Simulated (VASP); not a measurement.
# WSe2 (P6_3/mmc) in VASP: notebook

The runs below take WSe2 through electric field gradients, with PBE.

Program: VASP 6.6.1. These are calculated values, not measurements. Logs are shortened: lines on timing, memory, paths and dates and some standing lists are left out, and cuts for length are marked.

### Step 1. The cell of the first run

It takes space group P6_3/mmc (No. 194, hexagonal). Conventional cell: a = 3.290 Å, b = 3.290 Å, c = 13.359 Å, α = 90.00°, β = 90.00°, γ = 120.00°. Within 3.4 Å of W (site symmetry -6m2) lie 6 Se at 2.56 Å and 6 W at 3.29 Å. Within 3.5 Å of Se (site symmetry 3m) lie 3 W at 2.56 Å and 7 Se at 3.29 to 3.45 Å.

### Step 2. Electric field gradients, PBE (zz strain of +3 %)

Input file INCAR:

```
PREC = Accurate ; ENCUT = 520
EDIFF = 1E-8 ; ISMEAR = -1
SIGMA = 0.08 ; LREAL = F
LASPH = T ; NELM = 100
ALGO = Normal ; ISIF = 2
LWAVE = F ; LCHARG = F
GGA = PE ; LEFG = T
NBANDS = 35
```

Input file KPOINTS:

```
Automatic mesh
0
Gamma
  11 11 3
```

Input file POSCAR:

```
WSe2
1.0
    3.2899984505      0.0000000000      0.0000000000
   -1.6449992252      2.8492222365      0.0000000000
    0.0000000000      0.0000000000     13.3591000000
W Se
2 4
Direct
    0.3333333333      0.6666666667      0.2500000000
    0.6666666667      0.3333333333      0.7500000000
    0.3333333333      0.6666666667      0.6210000000
    0.6666666667      0.3333333333      0.1210000000
    0.3333333333      0.6666666667      0.8790000000
    0.6666666667      0.3333333333      0.3790000000
```

Potentials or basis: VASP PAW PBE potentials, release 64 (W_sv, Se).

On the command line:

```
$ cat potpaw_PBE.64/W_sv/POTCAR potpaw_PBE.64/Se/POTCAR > POTCAR
$ mpirun -np 1 vasp_std > vasp.out
```

OUTCAR:

```text
PREC = Accurate
   ENCUT = 520
   EDIFF = 1E-8
   ISMEAR = -1
   LREAL = F
   LASPH = T
   NELM = 100
   ISIF = 2
   GGA = PE

 ion  position               nearest neighbor table
   1  0.333  0.667  0.250-   4 2.56   6 2.56   4 2.56   6 2.56   4 2.56   6 2.56
   2  0.667  0.333  0.750-   3 2.56   5 2.56   3 2.56   5 2.56   3 2.56   5 2.56
   3  0.333  0.667  0.621-   2 2.56   2 2.56   2 2.56
   4  0.667  0.333  0.121-   1 2.56   1 2.56   1 2.56
   5  0.333  0.667  0.879-   2 2.56   2 2.56   2 2.56
   6  0.667  0.333  0.379-   1 2.56   1 2.56   1 2.56

  LATTYP: Found a hexagonal cell.
 ALAT       =     3.2899984505
 C/A-ratio  =     4.0605186297

  Lattice vectors:

 A1 = (   3.2899984505,   0.0000000000,   0.0000000000)
 A2 = (  -1.6449992252,   2.8492222365,   0.0000000000)
 A3 = (   0.0000000000,   0.0000000000,  13.3591000000)

Analysis of symmetry for initial positions (statically):
=====================================================================
 Subroutine PRICEL returns:
 Original cell was already a primitive cell.

 Routine SETGRP: Setting up the symmetry group for a
 hexagonal supercell.

 Subroutine GETGRP returns: Found 24 space group operations
 (whereof 12 operations were pure point group operations)
 out of a pool of 24 trial point group operations.

The static configuration has the point symmetry D_3d.
 The point group associated with its full space group is D_6h.

Analysis of symmetry for dynamics (positions and initial velocities):
=====================================================================
 Subroutine PRICEL returns:
 Original cell was already a primitive cell.

 Routine SETGRP: Setting up the symmetry group for a
 hexagonal supercell.

 Subroutine GETGRP returns: Found 24 space group operations
 (whereof 12 operations were pure point group operations)
 out of a pool of 24 trial point group operations.

The dynamic configuration has the point symmetry D_3d.
 The point group associated with its full space group is D_6h.

 Subroutine INISYM returns: Found 24 space group operations
 (whereof 12 operations are pure point group operations),
 and found     1 'primitive' translations

----------------------------------------------------------------------------------------

                                     Primitive cell

  volume of cell :     125.2274

  direct lattice vectors                    reciprocal lattice vectors
     3.289998451  0.000000000  0.000000000     0.303951511  0.175486487  0.000000000
    -1.644999225  2.849222237  0.000000000     0.000000000  0.350972973  0.000000000
     0.000000000  0.000000000 13.359100000     0.000000000  0.000000000  0.074855342

  length of vectors
     3.289998451  3.289998450 13.359100000     0.350972973  0.350972973  0.074855342

  position of ions in fractional coordinates (direct lattice)
     0.333333333  0.666666667  0.250000000
     0.666666667  0.333333333  0.750000000
     0.333333333  0.666666667  0.621000000
     0.666666667  0.333333333  0.121000000
     0.333333333  0.666666667  0.879000000
     0.666666667  0.333333333  0.379000000

  ion indices of the primitive-cell ions
   primitive index   ion index
                 1           1
                 2           2
                 3           3
                 4           4
                 5           5
                 6           6

----------------------------------------------------------------------------------------

 KPOINTS: Automatic mesh

Automatic generation of k-mesh.
 Grid dimensions read from file:
 generate k-points for:   11   11    3

 Generating k-lattice:

  Cartesian coordinates                     Fractional coordinates (reciprocal lattice)
     0.027631956  0.015953317  0.000000000     0.090909091  0.000000000  0.000000000
[... 53 lines left out ...]
   ISPIN  =      1    spin polarized calculation?
   LNONCOLLINEAR =      F non collinear calculations
   LSORBIT =      F    spin-orbit coupling
   LASPH  =      T    aspherical Exc in radial PAW
   ENCUT  =  520.0 eV  38.22 Ry    6.18 a.u.   6.12  6.12 24.84*2*pi/ulx,y,z
   NELM   =    100;   NELMIN=  2; NELMDL= -5     # of ELM steps
   EDIFF  = 0.1E-07   stopping-criterion for ELM
   LREAL  =      F    real-space projection
   EDIFFG = 0.1E-06   stopping-criterion for IOM
   NSW    =      0    number of steps for IOM
   IBRION =     -1    ionic relax: 0-MD 1-quasi-New 2-CG
   NFREE  =      0    steps in history (QN), initial steepest desc. (CG)
   ISIF   =      2    stress and relaxation
   ISYM   =      2    0-nonsym 1-usesym 2-fastsym
   POTIM  = 0.5000    time-step for ionic-motion
   TEBEG  =    0.0;   TEEND  =   0.0 temperature during run
   PSTRESS=    0.0 pullay stress
   NELECT =      52.0000    total number of electrons
   NUPDOWN=      -1.0000    fix difference up-down
   EMIN   =  10.00;   EMAX   =-10.00  energy-range for DOS
   EFERMI =   0.00;   METHOD = LEGACY
   ISMEAR =    -1;   SIGMA  =   0.08  broadening in eV -4-tet -1-fermi 0-gaus
   EFERMI_NEDOS =   21; number of points for ismear=-14 and -15
   IALGO  =     38    algorithm
   IMIX   =      4    mixing-type and parameters
     AMIX     =   0.40;   BMIX     =  1.00
     AMIX_MAG =   1.60;   BMIX_MAG =  1.00
  volume/ion in A,a.u.               =      20.87       140.85
  Fermi-wavevector in a.u.,A,eV,Ry     =   1.221358  2.308031 20.296009  1.491715
  Thomas-Fermi vector in A             =   2.356543
   LORBIT       =      0    0 simple, 1 ext, 2 COOP (PROOUT), +10 PAW based schemes
   GGA     = PE    functional components
   LHFCALC =     F    Hartree Fock is set to
   AEXX    =    0.0000 exact exchange contribution
   IVDW    =     0    specifies the selected vdW correction
   LEPSILON=     F    determine dielectric tensor
   LRPA    =     F    only Hartree local field effects (RPA)
 non-spin polarized calculation
  energy-cutoff  :      520.00
  volume of cell :      125.23
 maximum number of plane-waves:      3404
   NGX = 13   NGY = 13   NGZ = 49

 number of electron      51.9999983 magnetization

 Free energy of the ion-electron system (eV)
  ---------------------------------------------------
  ext. energy  EPLUGINS =         0.00000000
  ---------------------------------------------------
  free energy    TOTEN  =       -43.14510363 eV

  energy without entropy =      -43.14499404  energy(sigma->0) =      -43.14504883

 E-fermi :   6.2696     XC(G=0): -10.6086

 val. band max:        5.7413582189   @ k =   0.0000   0.0000   0.0000
 cond. band min:       6.7853198251   @ k =   0.1818   0.1818   0.0000
 fundamental gap:      1.0439616062
 Fermi energy:         6.2695729822

 k-point     1 :       0.0000    0.0000    0.0000
  band No.  band energies     occupation
      1     -68.4304      2.00000
      2     -68.4304      2.00000
      3     -32.6586      2.00000
      4     -32.6586      2.00000
      5     -32.5189      2.00000
      6     -32.5189      2.00000
[... 901 lines left out ...]
     34       9.6441      0.00000
     35      12.3886      0.00000

 [... further k-points ...]

------------------------ aborting loop because EDIFF is reached ----------------------------------------

  FORCE on cell =-STRESS in cart. coord.  units (eV):
  Direction    XX          YY          ZZ          XY          YZ          ZX
  --------------------------------------------------------------------------------------
  -------------------------------------------------------------------------------------
  Total        0.6288513      0.6288513     -2.5016700      0.0000000      0.0000000     -0.0000000
  in kB        8.0456159      8.0456159    -32.0067351      0.0000000      0.0000000     -0.0000000
  external PRESSURE =      -5.3051678 kB  Pullay stress =       0.0000000 kB

 VOLUME and BASIS-vectors are now :
 -----------------------------------------------------------------------------
  energy-cutoff  :      520.00
  volume of cell :      125.23
      direct lattice vectors                 reciprocal lattice vectors
     3.289998451  0.000000000  0.000000000     0.303951511  0.175486487  0.000000000
    -1.644999225  2.849222237  0.000000000     0.000000000  0.350972973  0.000000000
     0.000000000  0.000000000 13.359100000     0.000000000  0.000000000  0.074855342

 POSITION                                       TOTAL-FORCE (eV/Angst)
 -----------------------------------------------------------------------------------
     -0.00000      1.89948      3.33977        -0.000000      0.000000      0.000000
      1.64500      0.94974     10.01933         0.000000     -0.000000      0.000000
     -0.00000      1.89948      8.29600         0.000000      0.000000      0.581562
      1.64500      0.94974      1.61645        -0.000000      0.000000      0.581562
     -0.00000      1.89948     11.74265         0.000000     -0.000000     -0.581562
      1.64500      0.94974      5.06310        -0.000000     -0.000000     -0.581562
 -----------------------------------------------------------------------------------
    total drift:                                0.000000     -0.000000      0.000000

  FREE ENERGIE OF THE ION-ELECTRON SYSTEM (eV)
  ---------------------------------------------------
  free  energy   TOTEN  =       -43.1451036278 eV

  energy  without entropy=      -43.1449940360  energy(sigma->0) =      -43.14504883

 Electric field gradients (V/A^2)
---------------------------------------------------------------------
 ion       V_xx      V_yy      V_zz      V_xy      V_xz      V_yz
---------------------------------------------------------------------
   1      64.087    64.088  -128.175     0.001     0.000     0.000
   2      64.087    64.088  -128.175     0.001     0.000     0.000
   3      28.554    28.554   -57.107    -0.000     0.000    -0.000
   4      28.554    28.554   -57.107    -0.000    -0.000     0.000
   5      28.554    28.554   -57.107    -0.000    -0.000     0.000
   6      28.554    28.554   -57.107    -0.000     0.000    -0.000
---------------------------------------------------------------------

 Electric field gradients after diagonalization (V/A^2)
 (convention: |V_zz| > |V_xx| > |V_yy|)
----------------------------------------------------------------------
 ion       V_xx      V_yy      V_zz     asymmetry (V_yy - V_xx)/ V_zz
----------------------------------------------------------------------
   1      64.088    64.087  -128.175       0.000
   2      64.088    64.087  -128.175       0.000
   3      28.554    28.553   -57.107       0.000
   4      28.554    28.553   -57.107       0.000
   5      28.554    28.553   -57.107       0.000
   6      28.554    28.553   -57.107       0.000
----------------------------------------------------------------------

           NMR quadrupolar parameters

 Cq : quadrupolar parameter    Cq=e*Q*V_zz/h
 eta: asymmetry parameters     (V_yy - V_xx)/ V_zz
 Q  : nuclear electric quadrupole moment in mb (millibarn)
----------------------------------------------------------------------
 ion       Cq(MHz)       eta       Q (mb)
----------------------------------------------------------------------
   1      -0.310       0.000       1.000
   2      -0.310       0.000       1.000
   3      -0.138       0.000       1.000
   4      -0.138       0.000       1.000
   5      -0.138       0.000       1.000
   6      -0.138       0.000       1.000
----------------------------------------------------------------------
```

Run time: 3.5 min. Hardware: 1 thread of Intel Xeon 8259CL, shared host; peak memory 0.29 GiB.

Results:

```yaml
Free_energy: -43.1451 eV
Pressure: -0.5 GPa
Largest_force: 0.582 eV/Å
Band_gap_on_the_k_mesh: 1.04 eV (least direct gap 1.81 eV)
Largest_electric_field_gradient_by_atom: W -128.2; Se -57.1 V/Å²
```

Forces in eV/Å, atoms in the order of the input:
```
W    0.000  0.000  0.000
W    0.000  0.000  0.000
Se   0.000  0.000  0.582
Se   0.000  0.000  0.582
Se   0.000  0.000 -0.582
Se   0.000  0.000 -0.582
```

Stress tensor (GPa, compression positive):
```
 0.80  0.00  0.00
 0.00  0.80  0.00
 0.00  0.00 -3.20
```

Electric field gradients, principal values (V/Å²):
```tsv
atom	least	middle	greatest (by size)
1 W	64.087	64.088	-128.175
2 W	64.087	64.088	-128.175
3 Se	28.553	28.554	-57.107
4 Se	28.553	28.554	-57.107
5 Se	28.553	28.554	-57.107
6 Se	28.553	28.554	-57.107
```

Caveat: the cell differs from its parent crystal (zz strain of +3 %); without QUAD_EFG the Cq values of the log hold for a quadrupole moment of 1 mb, not for the nuclei; spin-orbit coupling is left out, which moves the levels of the heavy elements; an odd mesh through Γ misses points on the zone boundary, where band edges can lie; this functional lacks dispersion, which binds the layers, so the pressure and a relaxed spacing across them are unreliable.

[end of part 1 of 2]
